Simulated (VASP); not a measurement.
TiH5: relaxation of cell and atoms with PBE

TiH5:

```
Ti H
1.0
     0.00000    2.42860    2.42860
     2.42860    0.00000    2.42860
     2.42860    2.42860    0.00000
Ti H
1 5
Direct
  0.75000 0.75000 0.75000
  0.12364 0.12364 0.62908
  0.62908 0.12364 0.12364
  0.12364 0.12364 0.12364
  0.12364 0.62908 0.12364
  0.50000 0.50000 0.50000
```

The cell was generated, and may not be a known phase.

- Program: VASP 6.6.1
- Task: relaxation of cell and atoms
- Functional: PBE
- Potentials or basis: VASP PAW PBE potentials, release 64 (Ti_sv, H)
- Cutoff: 600 eV
- k mesh: 14 × 14 × 14
- Occupations: gaussian, width 0.1 eV
- Spin: no spin polarisation
- Dipole correction: no
- Further INCAR settings: ALGO = Normal; EDIFF = 1e-07; IBRION = 2; EDIFFG = -0.01; NSW = 100; ISIF = 3

```json
{
 "Relaxed volume": "4.77 Å³/atom",
 "Relaxed cell": "a = 3.434 Å, b = 3.434 Å, c = 3.434 Å, α = 60.00°, β = 60.00°, γ = 60.00°",
 "Space group after relaxing (to 0.1 Å)": "F-43m (No. 216)",
 "Energy gained by relaxing": "0.0 meV/atom",
 "Ionic steps": "3",
 "Pressure after relaxing": "0.0 GPa",
 "Band gap on the k mesh": "zero (an odd number of electrons rules out a gap without spin polarisation)"
}
```

The path:
| step | energy change (eV) | largest force (eV/Å) | pressure (GPa) | volume (Å³) |
| --- | --- | --- | --- | --- |
| 1 | 0.0000 | 0.0256 | -0.03 | 28.65 |
| 2 | -0.0001 | 0.0186 | -0.02 | 28.64 |
| 3 | -0.0002 | 0.0001 | -0.03 | 28.64 |

Final structure:
```
Ti H
1.0
     0.00000    2.42825    2.42825
     2.42825    0.00000    2.42825
     2.42825    2.42825    0.00000
Ti H
1 5
Direct
  0.75000 0.75000 0.75000
  0.12418 0.12418 0.62747
  0.62747 0.12418 0.12418
  0.12418 0.12418 0.12418
  0.12418 0.62747 0.12418
  0.50000 0.50000 0.50000
```

Levels at points of the mesh, in eV from the Fermi level:
| k point | band 6 | band 7 | band 8 | band 9 | band 10 | band 11 | band 12 |
| --- | --- | --- | --- | --- | --- | --- | --- |
| (0.00, 0.00, 0.00) | -1.71 | -1.71 | -1.71 | -0.12 | 0.62 | 0.62 | 3.82 |
| (0.50, 0.00, 0.00) | -8.16 | -2.49 | -2.49 | 0.02 | 1.42 | 1.42 | 2.79 |
| (0.50, 0.50, 0.00) | -7.54 | -5.50 | -0.60 | -0.60 | 1.41 | 1.73 | 1.73 |

Run time: 2.4 min on 1 thread of Intel Xeon 8259CL, on a shared host, peak memory 0.19 GiB.
